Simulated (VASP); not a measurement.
Crystal: Bi.

```
CELL_PARAMETERS angstrom
-1.98143 1.98143 1.98143
1.98143 -1.98143 1.98143
1.98143 1.98143 -1.98143
ATOMIC_POSITIONS crystal
Bi 0.00000 0.00000 0.00000
```

```yaml
Program: VASP 6.6.1
Task: relaxation of cell and atoms
Functional: revPBE
Potentials_or_basis: VASP PAW PBE potentials, release 64 (Bi_d)
Cutoff: 600 eV
k_mesh: 9 × 9 × 9
Occupations: fermi-dirac, width 0.05 eV
Spin: no spin polarisation
```

At the start: pressure 1.9 GPa; volume 31.12 Å³/atom.

**Question.** Where does the relaxation end?

**Answer.** Over 7 steps the energy falls by 6.2 meV/atom and the volume is 32.21 Å³/atom (+3.5 %); space group Im-3m (No. 229, to 0.05 Å).

Step by step:
```tsv
step	energy change (eV)	largest force (eV/Å)	pressure (GPa)	volume (Å³)
1	0.0000	0.0000	1.88	31.12
2	-0.0047	0.0000	-0.80	32.79
3	-0.0062	0.0000	0.04	32.21
4	-0.0062	0.0000	0.03	32.24
5	-0.0058	0.0000	-0.44	32.50
6	-0.0062	0.0000	-0.06	32.26
7	-0.0062	0.0000	0.02	32.21
```

Final structure:
```cif
data_structure
_symmetry_space_group_name_H-M 'P 1'
_symmetry_Int_Tables_number 1
_cell_length_a 3.4717
_cell_length_b 3.4717
_cell_length_c 3.4717
_cell_angle_alpha 109.471
_cell_angle_beta 109.471
_cell_angle_gamma 109.471
_cell_volume 32.21
loop_
_atom_site_label
_atom_site_type_symbol
_atom_site_fract_x
_atom_site_fract_y
_atom_site_fract_z
_atom_site_occupancy
Bi1 Bi 0.00000 0.00000 0.00000 1
```

Caveat: the PAW data sets were made with another functional, which shifts forces and pressure a little.
